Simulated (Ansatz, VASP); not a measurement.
## Zr: VASP beside Ansatz

```
Zr
1.0
    -1.81601    1.81601    1.81601
     1.81601   -1.81601    1.81601
     1.81601    1.81601   -1.81601
Zr
1
Cartesian
  0.0000 0.0000 0.0000
```

Change from the starting cell: volume scaled by 1.01, crystal datasets.

Alike in both runs: task electric field gradients; functional LDA; k mesh 16 × 16 × 16; occupations fermi-dirac, width 0.03 eV; no spin polarisation.

|  | VASP | Ansatz |
| --- | --- | --- |
| version | VASP 6.6.1 | Ansatz 0.2.0 |
| potentials or method | VASP PAW LDA potentials, release 64 (Zr_sv), cutoff 520 eV | all-electron PAW with datasets made for the crystal, scalar-relativistic |

Ansatz gave:

| Item | Value |
| --- | --- |
| pressure (GPa) | -10.2 |

Which values does VASP return?

Pressure (GPa): -10.1.

LDA's correlation is that of Perdew and Zunger in VASP and of Perdew and Wang (1992) in Ansatz. Ansatz ran all-electron here, and VASP with PAW potentials.
